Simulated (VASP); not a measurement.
Runs of VASP 6.6.1 on Cu. The structure is that of space group I4/mmm (No. 139), or close to it. The cells are those of the table. 

| cell | further INCAR settings | gap on the mesh (eV) | pressure (GPa) |
| --- | --- | --- | --- |
| a = 2.523 Å, angles 106.9, 106.9, 114.8°, 1 atom | ALGO = Fast; EDIFF = 1e-06; NBANDS = 12 | none | -9.8 |
| a = 2.537 Å, angles 104.1, 104.1, 120.9°, 1 atom | ALGO = Fast; EDIFF = 1e-07; NBANDS = 12 | none | -7.2 |
| a = 2.425 Å, angles 106.8, 106.8, 114.9°, 1 atom | ALGO = Fast; EDIFF = 1e-06; NBANDS = 12 | none | (a) |
| a = 2.466 Å, angles 104.9, 104.9, 119.0°, 1 atom | ALGO = Fast; EDIFF = 1e-06; NBANDS = 12 | none | 3.0 |

Alike in all rows: task single point; level PBEsol; potentials or basis VASP PAW PBE potentials, release 64 (Cu); no spin polarisation; k mesh 30 × 30 × 30; cutoff (eV) 520; smearing gaussian 0.15 eV.

Q: Fill in the values left out.

A: (a) 8.7.

Caveats: the PAW data sets were made with another functional, which shifts forces and pressure a little; the cell stands under tension (at least some runs); the cell stands under pressure (at least some runs).

A gap of «none» marks levels without a gap at the run's occupations.
